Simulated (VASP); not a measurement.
Write the native input for VASP 6.6.1 that does the following.

```
Task                   : single point
Functional             : PBE
Potentials or basis    : VASP PAW PBE potentials, release 64 (Mg_sv, Cd_sv_GW, O)
Cutoff                 : 750 eV
k mesh                 : 6 × 6 × 1
Occupations            : gaussian, width 0.1 eV
Spin                   : no spin polarisation
Dipole correction      : no
Mended                 : yes
Further INCAR settings : ALGO = Normal; EDIFF = 1e-06; NBANDS = 85
```

The structure of MgCd5O6 lies in POSCAR:

```
MgCd5O6
1.0
    3.3277239943      0.0000000000      0.0000000000
    0.0000000000      3.3277239943      0.0000000000
    0.0000000000      0.0000000000     14.1252834946
Mg Cd O
1 5 6
Direct
    0.5000000000      0.5000000000      0.5000000000
    0.0000000000      0.0000000000      0.6604176680
    0.5000000000      0.5000000000      0.8279953009
    0.0000000000      0.0000000000      0.0000000000
    0.5000000000      0.5000000000      0.1720046991
    0.0000000000      0.0000000000      0.3395823320
    0.0000000000      0.0000000000      0.8288675883
    0.5000000000      0.5000000000      0.0000000000
    0.0000000000      0.0000000000      0.1711324117
    0.5000000000      0.5000000000      0.3477585297
    0.0000000000      0.0000000000      0.5000000000
    0.5000000000      0.5000000000      0.6522414703
```

One way to write it, as run:

INCAR

```
SYSTEM = MgCd5O6
  ALGO = Normal
  EDIFF = 1E-6
  ENCUT = 750
  GGA = PE
  GGA_COMPAT = .FALSE.
  ISIF = 2
  ISMEAR = 0
  LASPH = .TRUE.
  LCHARG = .FALSE.
  LREAL = .FALSE.
  LWAVE = .FALSE.
  NBANDS = 85
  NELM = 120
  PREC = Accurate
  SIGMA = 0.1
```

KPOINTS

```
k-points
0
G
  6 6 1
  0 0 0
```

Potentials or basis: VASP PAW PBE potentials, release 64 (Mg_sv, Cd_sv_GW, O).

Command:

```bash
$ cat potpaw_PBE.64/Mg_sv/POTCAR potpaw_PBE.64/Cd_sv_GW/POTCAR potpaw_PBE.64/O/POTCAR > POTCAR
$ mpirun -np 1 vasp_std > vasp.out
```

Results of the run:

| Quantity | Value |
| --- | --- |
| Pressure | -0.3 GPa |
| Largest force | 0.024 eV/Å |
| Band gap on the k mesh | zero (bands 73 and 74 overlap by 0.23 eV) |

Caveat: the k points lie up to 0.44 Å⁻¹ apart; semilocal functionals underestimate gaps, so a narrow gap can read as zero.

It took 6.3 min on 1 thread of AMD EPYC 9R14 (Zen 4), on a shared host, peak memory 0.42 GiB.
